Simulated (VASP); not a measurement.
# Ge (Pm-3n) in VASP: notebook

Runs on Ge. Level: PBEsol. Tasks: single point, relaxation of cell and atoms.

Everything below comes from runs of VASP 6.6.1. Logs are shortened: lines on timing, memory, paths and dates and some standing lists are left out, and cuts for length are marked.

## 1. The cell of the first run

Symmetry: Pm-3n, No. 223, cubic system. Conventional cell: a = 5.334 Å, b = 5.334 Å, c = 5.334 Å, α = 90.00°, β = 90.00°, γ = 90.00°. Within 3.9 Å of Ge (site symmetry m-3) lie 12 Ge at 2.98 Å. Ge (site symmetry -4m2) has 14 Ge at 2.67 to 3.27 Å within 3.5 Å.

## 2. Single point, PBEsol

Contents of INCAR:

```
SYSTEM = Ge
PREC = Accurate
ENCUT = 520
EDIFF = 1E-6
ISMEAR = 0
SIGMA = 0.1
LREAL = .False.
LASPH = .True.
NELM = 100
ALGO = Normal
ISIF = 2
LWAVE = .False.
LCHARG = .False.
GGA = PS
NBANDS = 66
```

Contents of KPOINTS:

```
Automatic mesh
0
Gamma
  4 4 4
  0 0 0
```

Contents of POSCAR:

```
Ge
1.0
    5.3339526961      0.0000000000      0.0000000000
    0.0000000000      5.3339526961      0.0000000000
    0.0000000000      0.0000000000      5.3339526961
Ge
8
Direct
    0.5000000000      0.5000000000      0.5000000000
    0.0000000000      0.0000000000      0.0000000000
    0.2500000000      0.0000000000      0.5000000000
    0.5000000000      0.2500000000      0.0000000000
    0.5000000000      0.7500000000      0.0000000000
    0.7500000000      0.0000000000      0.5000000000
    0.0000000000      0.5000000000      0.7500000000
    0.0000000000      0.5000000000      0.2500000000
```

Potentials or basis: VASP PAW PBE potentials, release 64 (Ge_d).

The run is started by

```sh
$ cat potpaw_PBE.64/Ge_d/POTCAR > POTCAR
$ mpirun -np 1 vasp_std > vasp.out
```

OUTCAR:

```text
SYSTEM = Ge
   PREC = Accurate
   ENCUT = 520
   EDIFF = 1E-6
   ISMEAR = 0
   LREAL = .False.
   LASPH = .True.
   NELM = 100
   ISIF = 2
   GGA = PS

 ion  position               nearest neighbor table
   1  0.500  0.500  0.500-
   2  0.000  0.000  0.000-
   3  0.250  0.000  0.500-   6 2.67   6 2.67
   4  0.500  0.250  0.000-   5 2.67   5 2.67
   5  0.500  0.750  0.000-   4 2.67   4 2.67
   6  0.750  0.000  0.500-   3 2.67   3 2.67
   7  0.000  0.500  0.750-   8 2.67   8 2.67
   8  0.000  0.500  0.250-   7 2.67   7 2.67

  LATTYP: Found a simple cubic cell.
 ALAT       =     5.3339526961

  Lattice vectors:

 A1 = (   5.3339526961,   0.0000000000,   0.0000000000)
 A2 = (   0.0000000000,   5.3339526961,   0.0000000000)
 A3 = (   0.0000000000,   0.0000000000,   5.3339526961)

Analysis of symmetry for initial positions (statically):
=====================================================================
 Subroutine PRICEL returns:
 Original cell was already a primitive cell.

 Routine SETGRP: Setting up the symmetry group for a
 simple cubic supercell.

 Subroutine GETGRP returns: Found 48 space group operations
 (whereof 24 operations were pure point group operations)
 out of a pool of 48 trial point group operations.

The static configuration has the point symmetry T_h .
 The point group associated with its full space group is O_h .

Analysis of symmetry for dynamics (positions and initial velocities):
=====================================================================
 Subroutine PRICEL returns:
 Original cell was already a primitive cell.

 Routine SETGRP: Setting up the symmetry group for a
 simple cubic supercell.

 Subroutine GETGRP returns: Found 48 space group operations
 (whereof 24 operations were pure point group operations)
 out of a pool of 48 trial point group operations.

The dynamic configuration has the point symmetry T_h .
 The point group associated with its full space group is O_h .

 Subroutine INISYM returns: Found 48 space group operations
 (whereof 24 operations are pure point group operations),
 and found     1 'primitive' translations

----------------------------------------------------------------------------------------

                                     Primitive cell

  volume of cell :     151.7566
[... 88 lines left out ...]
   EDIFFG = 0.1E-04   stopping-criterion for IOM
   NSW    =      0    number of steps for IOM
   IBRION =     -1    ionic relax: 0-MD 1-quasi-New 2-CG
   NFREE  =      0    steps in history (QN), initial steepest desc. (CG)
   ISIF   =      2    stress and relaxation
   ISYM   =      2    0-nonsym 1-usesym 2-fastsym
   POTIM  = 0.5000    time-step for ionic-motion
   TEBEG  =    0.0;   TEEND  =   0.0 temperature during run
   PSTRESS=    0.0 pullay stress
   NELECT =     112.0000    total number of electrons
   NUPDOWN=      -1.0000    fix difference up-down
   EMIN   =  10.00;   EMAX   =-10.00  energy-range for DOS
   EFERMI =   0.00;   METHOD = LEGACY
   ISMEAR =     0;   SIGMA  =   0.10  broadening in eV -4-tet -1-fermi 0-gaus
   EFERMI_NEDOS =   21; number of points for ismear=-14 and -15
   IALGO  =     38    algorithm
   IMIX   =      4    mixing-type and parameters
     AMIX     =   0.40;   BMIX     =  1.00
     AMIX_MAG =   1.60;   BMIX_MAG =  1.00
  volume/ion in A,a.u.               =      18.97       128.01
  Fermi-wavevector in a.u.,A,eV,Ry     =   1.479443  2.795743 29.779788  2.188753
  Thomas-Fermi vector in A             =   2.593600
   LORBIT       =      0    0 simple, 1 ext, 2 COOP (PROOUT), +10 PAW based schemes
   GGA     = PS    functional components
   LHFCALC =     F    Hartree Fock is set to
   AEXX    =    0.0000 exact exchange contribution
   IVDW    =     0    specifies the selected vdW correction
   LEPSILON=     F    determine dielectric tensor
   LRPA    =     F    only Hartree local field effects (RPA)
 non-spin polarized calculation
 Gauss-broadening in eV      SIGMA  =   0.10
  energy-cutoff  :      520.00
  volume of cell :      151.76
 maximum number of plane-waves:      4116
 NGX is ok and might be reduce to    40
   NGX = 19   NGY = 19   NGZ = 19

 number of electron     111.9999845 magnetization

 Free energy of the ion-electron system (eV)
  ---------------------------------------------------
  ext. energy  EPLUGINS =         0.00000000
  ---------------------------------------------------
  free energy    TOTEN  =       -36.52168661 eV

  energy without entropy =      -36.49006237  energy(sigma->0) =      -36.50587449

 E-fermi :   6.6002     XC(G=0): -11.4019

 val. band max:        6.5614973433   @ k =   0.0000   0.0000   0.0000
 cond. band min:       6.6555216222   @ k =   0.5000   0.2500   0.2500
 fundamental gap:      0.0940242788
 Fermi energy:         6.6001527502

 k-point     1 :       0.0000    0.0000    0.0000
  band No.  band energies     occupation
      1     -18.1605      2.00000
      2     -18.1556      2.00000
      3     -18.1556      2.00000
      4     -18.0875      2.00000
      5     -18.0875      2.00000
      6     -18.0875      2.00000
[... 679 lines left out ...]
     65       8.5974      0.00000
     66       8.5974      0.00000

------------------------ aborting loop because EDIFF is reached ----------------------------------------

  FORCE on cell =-STRESS in cart. coord.  units (eV):
  Direction    XX          YY          ZZ          XY          YZ          ZX
  --------------------------------------------------------------------------------------
  -------------------------------------------------------------------------------------
  Total       -0.2064521     -0.2064521     -0.2064521      0.0000000      0.0000000     -0.0000000
  in kB       -2.1796284     -2.1796284     -2.1796284      0.0000000      0.0000000     -0.0000000
  external PRESSURE =      -2.1796284 kB  Pullay stress =       0.0000000 kB

 VOLUME and BASIS-vectors are now :
 -----------------------------------------------------------------------------
  energy-cutoff  :      520.00
  volume of cell :      151.76
      direct lattice vectors                 reciprocal lattice vectors
     5.333952696  0.000000000  0.000000000     0.187478228  0.000000000  0.000000000
     0.000000000  5.333952696  0.000000000     0.000000000  0.187478228  0.000000000
     0.000000000  0.000000000  5.333952696     0.000000000  0.000000000  0.187478228

 POSITION                                       TOTAL-FORCE (eV/Angst)
 -----------------------------------------------------------------------------------
      2.66698      2.66698      2.66698        -0.000000     -0.000000     -0.000000
      0.00000      0.00000      0.00000        -0.000000     -0.000000     -0.000000
      1.33349      0.00000      2.66698         0.000000     -0.000000     -0.000000
      2.66698      1.33349      0.00000         0.000000     -0.000000      0.000000
      2.66698      4.00046      0.00000         0.000000     -0.000000      0.000000
      4.00046      0.00000      2.66698        -0.000000      0.000000      0.000000
      0.00000      2.66698      4.00046        -0.000000      0.000000     -0.000000
      0.00000      2.66698      1.33349        -0.000000     -0.000000     -0.000000
 -----------------------------------------------------------------------------------
    total drift:                               -0.000000     -0.000000     -0.000000

  FREE ENERGIE OF THE ION-ELECTRON SYSTEM (eV)
  ---------------------------------------------------
  free  energy   TOTEN  =       -36.5216866107 eV

  energy  without entropy=      -36.4900623727  energy(sigma->0) =      -36.50587449
```

Run time: 41 s. Hardware: 1 thread of Intel Xeon 6975P-C (Granite Rapids), shared host; peak memory 0.26 GiB.

What came out:

```
Free energy            : -36.5217 eV
Pressure               : -0.2 GPa
Band gap on the k mesh : zero (bands 56 and 57 overlap by 1.79 eV)
```

Levels at points of the mesh, in eV from the Fermi level:
| k point | band 53 | band 54 | band 55 | band 56 | band 57 | band 58 | band 59 | band 60 |
| --- | --- | --- | --- | --- | --- | --- | --- | --- |
| (0.00, 0.00, 0.00) | -3.04 | -1.86 | -1.86 | -1.86 | -0.51 | -0.51 | -0.51 | -0.04 |
| (0.50, 0.00, 0.00) | -1.86 | -1.86 | -0.76 | -0.76 | 0.07 | 0.07 | 0.70 | 0.70 |
| (0.50, 0.50, 0.00) | -0.44 | -0.37 | 0.33 | 0.33 | 0.43 | 0.43 | 1.12 | 1.40 |
| (0.50, 0.50, 0.50) | 0.23 | 0.23 | 0.82 | 0.82 | 1.95 | 1.95 | 1.95 | 1.95 |

Caveat: the PAW data sets were made with another functional, which shifts forces and pressure a little.

## 3. Relaxation of cell and atoms, PBEsol

This run uses another cell than the first one, of 23.15 Å³/atom.

Contents of INCAR:

```
SYSTEM = Ge
PREC = Accurate ; ENCUT = 600
EDIFF = 1E-7 ; ISMEAR = 0
SIGMA = 0.1 ; LREAL = .FALSE.
LASPH = .TRUE. ; NELM = 60
ALGO = Normal ; ISIF = 3
LWAVE = .FALSE. ; LCHARG = .FALSE.
GGA = PS ; IBRION = 2
NSW = 90 ; EDIFFG = -0.04
```

Contents of KPOINTS:

```
Automatic mesh
0
G
  4 4 4
  0 0 0
```

POSCAR: that of step 2 with these lines changed.

```diff
@@ -2,5 +2,5 @@
 1.0
-    5.3339526961      0.0000000000      0.0000000000
-    0.0000000000      5.3339526961      0.0000000000
-    0.0000000000      0.0000000000      5.3339526961
+    5.7002725889      0.0000000000      0.0000000000
+    0.0000000000      5.7002725889      0.0000000000
+    0.0000000000      0.0000000000      5.7002725889
 Ge
```

Potentials or basis: VASP PAW PBE potentials, release 64 (Ge_d).

The run is started by

```sh
$ cat potpaw_PBE.64/Ge_d/POTCAR > POTCAR
$ mpirun -np 1 vasp_std > vasp.out
```

It took 3.2 min on 1 thread of Intel Xeon 6975P-C (Granite Rapids), shared host; peak memory 0.38 GiB.

It converged, with:

* Free energy: -36.5317 eV
* Relaxed volume: 18.94 Å³/atom
* Relaxed cell: a = 5.331 Å, b = 5.331 Å, c = 5.331 Å, α = 90.00°, β = 90.00°, γ = 90.00°
* Space group after relaxing (to 0.1 Å): Pm-3n (No. 223)
* Energy gained by relaxing: 137.3 meV/atom
* Ionic steps: 3
* Pressure after relaxing: 0.0 GPa
* Band gap on the k mesh: zero (bands 56 and 57 overlap by 1.80 eV)

Step by step:
| step | energy change (eV) | largest force (eV/Å) | pressure (GPa) | volume (Å³) |
| --- | --- | --- | --- | --- |
| 1 | 0.0000 | 0.0000 | -8.85 | 185.22 |
| 2 | -1.0951 | 0.0000 | -0.64 | 153.00 |
| 3 | -1.0980 | 0.0000 | 0.01 | 151.54 |

Final structure:
```yaml
crystal:
  lattice:
    - [5.33142, 0.00000, 0.00000]
    - [0.00000, 5.33142, 0.00000]
    - [0.00000, 0.00000, 5.33142]
  atoms:
    - { symbol: Ge, position: [0.50000, 0.50000, 0.50000] }
    - { symbol: Ge, position: [0.00000, 0.00000, 0.00000] }
    - { symbol: Ge, position: [0.25000, 0.00000, 0.50000] }
    - { symbol: Ge, position: [0.50000, 0.25000, 0.00000] }
    - { symbol: Ge, position: [0.50000, 0.75000, 0.00000] }
    - { symbol: Ge, position: [0.75000, 0.00000, 0.50000] }
    - { symbol: Ge, position: [0.00000, 0.50000, 0.75000] }
    - { symbol: Ge, position: [0.00000, 0.50000, 0.25000] }
```

Levels at points of the mesh, in eV from the Fermi level:
```
           k point  band 52  band 53  band 54  band 55  band 56  band 57  band 58  band 59  band 60  band 61
(0.00, 0.00, 0.00)    -3.04    -3.04    -1.87    -1.87    -1.87    -0.51    -0.51    -0.51    -0.04     2.98
(0.50, 0.00, 0.00)    -2.76    -1.86    -1.86    -0.76    -0.76     0.07     0.07     0.70     0.70     2.76
(0.50, 0.50, 0.00)    -3.18    -0.43    -0.37     0.33     0.33     0.43     0.43     1.12     1.40     3.04
(0.50, 0.50, 0.50)     0.24     0.24     0.24     0.82     0.82     1.95     1.95     1.95     1.95     1.95
```

Caveat: the volume moved by over 15 % at a fixed basis, so the end points are rough; the PAW data sets were made with another functional, which shifts forces and pressure a little.

[end of part 1 of 2]

The gap in the log of VASP goes by the Fermi energy; the results here count the filled bands.